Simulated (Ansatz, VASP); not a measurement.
**Two plane-wave programs on Ga2O3**

```xyz
10
Lattice="2.5290 1.4601 4.5413 -2.5290 1.4601 4.5413 0.0000 -2.9202 4.5413" Properties=species:S:1:pos:R:3 pbc="T T T"
Ga    0.0000    0.0000   11.6599
Ga    0.0000    0.0000    8.7760
Ga    0.0000    0.0000    1.9640
Ga    0.0000    0.0000    4.8480
O     0.7665    1.5925    5.6766
O     0.9959   -1.4601    5.6766
O    -1.7624   -0.1324    5.6766
O    -0.7665   -1.5925    7.9473
O     1.7624    0.1324    7.9473
O    -0.9959    1.4601    7.9473
```

Alike in both runs: functional PBE; k mesh 7 × 7 × 7; no spin polarisation.

Ansatz relaxed the structure, and its values are those at the end. VASP's run is a single point on that final structure, the one shown.

|  | VASP | Ansatz |
| --- | --- | --- |
| version | VASP 6.6.1 | Ansatz 0.2.0 |
| potentials or method | VASP PAW PBE potentials, release 64 (Ga_d, O), cutoff 520 eV | plane-wave PAW DFT |
| occupations | gaussian, width 0.01 eV | fixed |
| valence electrons in the cell | 88 | 88 |

```csv
,VASP,Ansatz,Ansatz less VASP
pressure (GPa),0.9,0.0,-0.94
rms of the force components (eV/Å),0.004,0.000,-0.0043
```
